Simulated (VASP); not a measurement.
# TaN (Fm-3m) in VASP: single point with LDA

Aim: the single point of TaN with LDA.

Program: VASP 6.6.1. These are calculated values, not measurements. Logs are shortened: lines on timing, memory, paths and dates and some standing lists are left out, and cuts for length are marked.

## (1) The cell of the first run

The structure is cubic, space group Fm-3m (No. 225). The conventional cell has a = 4.348 Å, b = 4.348 Å, c = 4.348 Å, α = 90.00°, β = 90.00°, γ = 90.00°. Within 2.9 Å of Ta (site symmetry m-3m) lie 6 N at 2.17 Å. Within 2.9 Å of N (site symmetry m-3m) lie 6 Ta at 2.17 Å.

## (2) Single point, LDA

File INCAR:

```
SYSTEM = TaN
PREC = Accurate
ENCUT = 700
EDIFF = 1E-6
ISMEAR = 0
SIGMA = 0.1
LREAL = .False.
LASPH = .True.
NELM = 120
ALGO = Normal
ISIF = 2
LWAVE = .False.
LCHARG = .False.
NBANDS = 16
GGA_COMPAT = .False.
```

File KPOINTS:

```
Automatic mesh
0
Gamma
  16 16 16
  0 0 0
```

File POSCAR:

```
TaN
1.0
    0.0000000000      2.1742390259      2.1742390259
    2.1742390259      0.0000000000      2.1742390259
    2.1742390259      2.1742390259      0.0000000000
Ta N
1 1
Direct
    0.5000000000      0.5000000000      0.5000000000
    0.0000000000      0.0000000000      0.0000000000
```

Potentials or basis: VASP PAW LDA potentials, release 64 (Ta_sv_GW, N).

Launch:

```
$ cat potpaw_LDA.64/Ta_sv_GW/POTCAR potpaw_LDA.64/N/POTCAR > POTCAR
$ mpirun -np 1 vasp_std > vasp.out
```

OUTCAR:

```text
SYSTEM = TaN
   PREC = Accurate
   ENCUT = 700
   EDIFF = 1E-6
   ISMEAR = 0
   LREAL = .False.
   LASPH = .True.
   NELM = 120
   ISIF = 2

 ion  position               nearest neighbor table
   1  0.500  0.500  0.500-   2 2.17   2 2.17   2 2.17   2 2.17   2 2.17   2 2.17
   2  0.000  0.000  0.000-   1 2.17   1 2.17   1 2.17   1 2.17   1 2.17   1 2.17

  LATTYP: Found a face centered cubic cell.
 ALAT       =     4.3484780518

  Lattice vectors:

 A1 = (   0.0000000000,   2.1742390259,   2.1742390259)
 A2 = (   2.1742390259,   0.0000000000,   2.1742390259)
 A3 = (   2.1742390259,   2.1742390259,   0.0000000000)

Analysis of symmetry for initial positions (statically):
=====================================================================
 Subroutine PRICEL returns:
 Original cell was already a primitive cell.

 Routine SETGRP: Setting up the symmetry group for a
 face centered cubic supercell.

 Subroutine GETGRP returns: Found 48 space group operations
 (whereof 48 operations were pure point group operations)
 out of a pool of 48 trial point group operations.

The static configuration has the point symmetry O_h .

Analysis of symmetry for dynamics (positions and initial velocities):
=====================================================================
 Subroutine PRICEL returns:
 Original cell was already a primitive cell.

 Routine SETGRP: Setting up the symmetry group for a
 face centered cubic supercell.

 Subroutine GETGRP returns: Found 48 space group operations
 (whereof 48 operations were pure point group operations)
 out of a pool of 48 trial point group operations.

The dynamic configuration has the point symmetry O_h .

 Subroutine INISYM returns: Found 48 space group operations
 (whereof 48 operations are pure point group operations),
 and found     1 'primitive' translations

----------------------------------------------------------------------------------------

                                     Primitive cell

  volume of cell :      20.5566

  direct lattice vectors                    reciprocal lattice vectors
     0.000000000  2.174239026  2.174239026    -0.229965516  0.229965516  0.229965516
     2.174239026  0.000000000  2.174239026     0.229965516 -0.229965516  0.229965516
     2.174239026  2.174239026  0.000000000     0.229965516  0.229965516 -0.229965516

  length of vectors
     3.074838318  3.074838318  3.074838318     0.398311958  0.398311958  0.398311958

  position of ions in fractional coordinates (direct lattice)
     0.500000000  0.500000000  0.500000000
     0.000000000  0.000000000  0.000000000

  ion indices of the primitive-cell ions
   primitive index   ion index
                 1           1
                 2           2

----------------------------------------------------------------------------------------

 KPOINTS: Automatic mesh

Automatic generation of k-mesh.
 Grid dimensions read from file:
 generate k-points for:   16   16   16

 Generating k-lattice:

  Cartesian coordinates                     Fractional coordinates (reciprocal lattice)
    -0.014372845  0.014372845  0.014372845     0.062500000  0.000000000  0.000000000
     0.014372845 -0.014372845  0.014372845     0.000000000  0.062500000  0.000000000
     0.014372845  0.014372845 -0.014372845     0.000000000  0.000000000  0.062500000

  Length of vectors
     0.024894497  0.024894497  0.024894497

  Shift w.r.t. Gamma in fractional coordinates (k-lattice)
     0.000000000  0.000000000  0.000000000

 Subroutine IBZKPT returns following result:
 ===========================================

 Found    145 irreducible k-points:

 Following reciprocal coordinates:
            Coordinates               Weight
  0.000000  0.000000  0.000000      1.000000
  0.062500  0.000000  0.000000      8.000000
  0.125000  0.000000  0.000000      8.000000
  0.187500  0.000000  0.000000      8.000000
  0.250000  0.000000  0.000000      8.000000
  0.312500  0.000000  0.000000      8.000000
[... 16 lines left out ...]
 -0.125000  0.062500  0.000000     24.000000
 -0.062500  0.062500  0.000000     12.000000
 [... further k-points ...]
   k-points           NKPTS =    145   k-points in BZ     NKDIM =    145   number of bands    NBANDS=     16
   number of dos      NEDOS =    301   number of ions     NIONS =      2
   total plane-waves  NPLWV =  21952
   dimension x,y,z NGX =    28 NGY =   28 NGZ =   28
   dimension x,y,z NGXF=    56 NGYF=   56 NGZF=   56
   ions per type =               1   1
   NGX,Y,Z   is equivalent  to a cutoff of  15.14, 15.14, 15.14 a.u.
   NGXF,Y,Z  is equivalent  to a cutoff of  30.28, 30.28, 30.28 a.u.
 SYSTEM =  TaN
   PREC   = accura    normal or accurate (medium, high low for compatibility)
   ISTART =      0    job   : 0-new  1-cont  2-samecut
   ICHARG =      2    charge: 1-file 2-atom 10-const
   ISPIN  =      1    spin polarized calculation?
   LNONCOLLINEAR =      F non collinear calculations
   LSORBIT =      F    spin-orbit coupling
   LASPH  =      T    aspherical Exc in radial PAW
   ENCUT  =  700.0 eV  51.45 Ry    7.17 a.u.   6.63  6.63  6.63*2*pi/ulx,y,z
   NELM   =    120;   NELMIN=  2; NELMDL= -5     # of ELM steps
   EDIFF  = 0.1E-05   stopping-criterion for ELM
   LREAL  =      F    real-space projection
   EDIFFG = 0.1E-04   stopping-criterion for IOM
   NSW    =      0    number of steps for IOM
   IBRION =     -1    ionic relax: 0-MD 1-quasi-New 2-CG
   NFREE  =      0    steps in history (QN), initial steepest desc. (CG)
   ISIF   =      2    stress and relaxation
   ISYM   =      2    0-nonsym 1-usesym 2-fastsym
   POTIM  = 0.5000    time-step for ionic-motion
   TEBEG  =    0.0;   TEEND  =   0.0 temperature during run
   PSTRESS=    0.0 pullay stress
   NELECT =      18.0000    total number of electrons
   NUPDOWN=      -1.0000    fix difference up-down
   EMIN   =  10.00;   EMAX   =-10.00  energy-range for DOS
   EFERMI =   0.00;   METHOD = LEGACY
   ISMEAR =     0;   SIGMA  =   0.10  broadening in eV -4-tet -1-fermi 0-gaus
   EFERMI_NEDOS =   21; number of points for ismear=-14 and -15
   IALGO  =     38    algorithm
   IMIX   =      4    mixing-type and parameters
     AMIX     =   0.40;   BMIX     =  1.00
     AMIX_MAG =   1.60;   BMIX_MAG =  1.00
  volume/ion in A,a.u.               =      10.28        69.36
  Fermi-wavevector in a.u.,A,eV,Ry     =   1.566204  2.959697 33.375031  2.452996
  Thomas-Fermi vector in A             =   2.668567
   LORBIT       =      0    0 simple, 1 ext, 2 COOP (PROOUT), +10 PAW based schemes
   GGA     = CA    functional components
   LHFCALC =     F    Hartree Fock is set to
   AEXX    =    0.0000 exact exchange contribution
   IVDW    =     0    specifies the selected vdW correction
   LEPSILON=     F    determine dielectric tensor
   LRPA    =     F    only Hartree local field effects (RPA)
 non-spin polarized calculation
 Gauss-broadening in eV      SIGMA  =   0.10
  energy-cutoff  :      700.00
  volume of cell :       20.56
 maximum number of plane-waves:       893
   NGX = 13   NGY = 13   NGZ = 13

 number of electron      17.9999999 magnetization

 Free energy of the ion-electron system (eV)
  ---------------------------------------------------
  ext. energy  EPLUGINS =         0.00000000
  ---------------------------------------------------
  free energy    TOTEN  =       -26.67015367 eV

  energy without entropy =      -26.66463902  energy(sigma->0) =      -26.66739635

 E-fermi :  14.0078     XC(G=0): -14.2595

 val. band max:       13.9934414059   @ k =  -0.3125   0.3750   0.1875
 cond. band min:      14.0125744200   @ k =  -0.3125   0.3125   0.1250
 fundamental gap:      0.0191330141
 Fermi energy:        14.0078487994

 k-point     1 :       0.0000    0.0000    0.0000
  band No.  band energies     occupation
      1     -55.0498      2.00000
      2     -21.4603      2.00000
      3     -21.4603      2.00000
      4     -21.4603      2.00000
      5      -4.8474      2.00000
      6      10.1546      2.00000
[... 8 lines left out ...]
     15      23.2772      0.00000
     16      38.9323      0.00000

 k-point     2 :       0.0625    0.0000    0.0000
  band No.  band energies     occupation
      1     -55.0472      2.00000
      2     -21.5013      2.00000
      3     -21.4639      2.00000
      4     -21.4639      2.00000
      5      -4.7444      2.00000
      6       9.6317      2.00000
[... 8 lines left out ...]
     15      23.5808      0.00000
     16      37.2899      0.00000

 k-point     3 :       0.1250    0.0000    0.0000
  band No.  band energies     occupation
      1     -55.0398      2.00000
      2     -21.6164      2.00000
      3     -21.4742      2.00000
      4     -21.4742      2.00000
      5      -4.4468      2.00000
      6       8.5812      2.00000
[... 8 lines left out ...]
     15      24.4260      0.00000
     16      34.9691      0.00000

 k-point     4 :       0.1875    0.0000    0.0000
  band No.  band energies     occupation
      1     -55.0287      2.00000
      2     -21.7842      2.00000
      3     -21.4896      2.00000
      4     -21.4896      2.00000
      5      -3.9870      2.00000
      6       7.4060      2.00000
[... 8 lines left out ...]
     15      25.5912      0.00000
     16      32.8759      0.00000
[... 324 lines left out ...]
 k-point    22 :      -0.1875    0.0625    0.0000
  band No.  band energies     occupation
      1     -55.0226      2.00000
      2     -21.8538      2.00000
      3     -21.5341      2.00000
      4     -21.4823      2.00000
      5      -3.7463      2.00000
      6       6.8320      2.00000
[... 8 lines left out ...]
     15      26.1635      0.00000
     16      31.2947      0.00000

 k-point    23 :      -0.1250    0.0625    0.0000
  band No.  band energies     occupation
      1     -55.0344      2.00000
      2     -21.6831      2.00000
      3     -21.5105      2.00000
      4     -21.4690      2.00000
      5      -4.2333      2.00000
      6       7.9109      2.00000
[... 8 lines left out ...]
     15      25.0231      0.00000
     16      33.3781      0.00000

 k-point    24 :      -0.0625    0.0625    0.0000
  band No.  band energies     occupation
      1     -55.0430      2.00000
      2     -21.5579      2.00000
      3     -21.4859      2.00000
      4     -21.4625      2.00000
      5      -4.5786      2.00000
      6       8.9201      2.00000
[... 8 lines left out ...]
     15      24.0640      0.00000
     16      35.6846      0.00000

 [... further k-points ...]
[... 5 lines left out ...]
  --------------------------------------------------------------------------------------
  -------------------------------------------------------------------------------------
  Total        0.1398616      0.1398616      0.1398616      0.0000000      0.0000000      0.0000000
  in kB       10.9007703     10.9007703     10.9007703      0.0000000      0.0000000      0.0000000
  external PRESSURE =      10.9007703 kB  Pullay stress =       0.0000000 kB

 VOLUME and BASIS-vectors are now :
 -----------------------------------------------------------------------------
  energy-cutoff  :      700.00
  volume of cell :       20.56
      direct lattice vectors                 reciprocal lattice vectors
     0.000000000  2.174239026  2.174239026    -0.229965516  0.229965516  0.229965516
     2.174239026  0.000000000  2.174239026     0.229965516 -0.229965516  0.229965516
     2.174239026  2.174239026  0.000000000     0.229965516  0.229965516 -0.229965516

 POSITION                                       TOTAL-FORCE (eV/Angst)
 -----------------------------------------------------------------------------------
      2.17424      2.17424      2.17424        -0.000000     -0.000000     -0.000000
      0.00000      0.00000      0.00000         0.000000      0.000000      0.000000
 -----------------------------------------------------------------------------------
    total drift:                                0.000000      0.000000      0.000000

  FREE ENERGIE OF THE ION-ELECTRON SYSTEM (eV)
  ---------------------------------------------------
  free  energy   TOTEN  =       -26.6701536729 eV

  energy  without entropy=      -26.6646390185  energy(sigma->0) =      -26.66739635
```

Run time: 44 s. Hardware: 1 thread of AMD EPYC 9R45 (Zen 5), shared host; peak memory 0.18 GiB.

What came out:

```
Free energy            : -26.6702 eV
Pressure               : 1.1 GPa
Band gap on the k mesh : zero (bands 9 and 10 overlap by 4.21 eV)
```

Levels at points of the mesh, in eV from the Fermi level:
| k point | band 7 | band 8 | band 9 | band 10 | band 11 | band 12 |
| --- | --- | --- | --- | --- | --- | --- |
| (0.00, 0.00, 0.00) | -3.85 | -3.85 | -2.21 | -2.21 | -2.21 | 0.02 |
| (0.50, 0.00, 0.00) | -7.80 | -7.80 | 2.00 | 2.00 | 2.11 | 4.04 |
| (0.50, 0.50, 0.00) | -5.69 | -4.63 | -4.63 | 2.18 | 3.75 | 3.75 |

Caveat: spin-orbit coupling is left out, which moves the levels of the heavy elements.
